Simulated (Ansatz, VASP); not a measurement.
**Two plane-wave programs on Zn4HO4**

File INCAR:

```
SYSTEM = Zn4HO4
PREC = Accurate
ENCUT = 520
EDIFF = 1E-6
ISMEAR = 0
SIGMA = 0.05
LREAL = .False.
LASPH = .True.
NELM = 60
ALGO = Normal
ISIF = 2
LWAVE = .False.
LCHARG = .False.
GGA = PE
NBANDS = 46
```

File KPOINTS:

```
regular mesh
0
Gamma
  4 4 8
  0 0 0
```

File POSCAR:

```
Zn4HO4
1.0
    5.6098780345      0.0000000000      0.0000000000
    0.0000000000      5.6098780345      0.0000000000
    0.0000000000      0.0000000000      3.2790255992
Zn O H
4 4 1
Direct
    0.1816262562      0.1816262562      0.5000000000
    0.8183737438      0.8183737438      0.5000000000
    0.6816262562      0.3183737438      0.0000000000
    0.3183737438      0.6816262562      0.0000000000
    0.8184651117      0.1815348883      0.5000000000
    0.1815348883      0.8184651117      0.5000000000
    0.6815348883      0.6815348883      0.0000000000
    0.3184651117      0.3184651117      0.0000000000
    0.9999176225      0.6933737438      0.0000000000
```

Input for Ansatz:

```yaml
crystal:
  lattice:
    - [5.6098780345, 0.0, 0.0]
    - [0.0, 5.6098780345, 0.0]
    - [0.0, 0.0, 3.2790255992]
  atoms:
    - { symbol: Zn, position: [0.1816262562, 0.1816262562, 0.5] }
    - { symbol: Zn, position: [0.8183737438, 0.8183737438, 0.5] }
    - { symbol: Zn, position: [0.6816262562, 0.3183737438, 0.0] }
    - { symbol: Zn, position: [0.3183737438, 0.6816262562, 0.0] }
    - { symbol: O, position: [0.8184651117, 0.1815348883, 0.5] }
    - { symbol: O, position: [0.1815348883, 0.8184651117, 0.5] }
    - { symbol: O, position: [0.6815348883, 0.6815348883, 0.0] }
    - { symbol: O, position: [0.3184651117, 0.3184651117, 0.0] }
    - { symbol: H, position: [0.9999176225, 0.6933737438, 0.0] }
basis:
  ecutwfc: 420
kpoints:
  mp_grid: { grid: [4, 4, 8] }
hamiltonian:
  xc: pbe
  pseudopotentials: { kind: paw, azcp: { folder: soft_1 } }
scf:
  occupations: { method: gaussian, width: 0.05 }
output:
  forces: true
  stress: true
  eigenvalues: true
  write_density: true
  write_potential: true
  elf: true
  volumetric_format: npy
```

Alike in both runs: task single point; functional PBE; k mesh 4 × 4 × 8; occupations gaussian, width 0.05 eV; no spin polarisation.

|  | VASP | Ansatz |
| --- | --- | --- |
| version | VASP 6.6.1 | Ansatz 0.2.0 |
| potentials or method | VASP PAW PBE potentials, release 64 (Zn, O, H), cutoff 520 eV | scalar-relativistic, plane waves, PAW |
| valence electrons in the cell | 73 | 73 |

Ansatz gave:

| Quantity | Value |
| --- | --- |
| gap on the k mesh at the Fermi level (eV) | none |
| pressure (GPa) | 4.4 |
| traceless stress, the component that is largest in VASP (GPa) | 2.33 |
| rms of the force components (eV/Å) | 0.259 |

Task: Estimate VASP's values.

Result: gap on the k mesh at the Fermi level (eV): none; pressure (GPa): 5.2; traceless stress, the component that is largest in VASP (GPa): 2.44; rms of the force components (eV/Å): 0.260.

Atom by atom the forces differ by 0.004 eV/Å (rms over components). A gap of «none» marks a metal or a gap that the smearing closes.
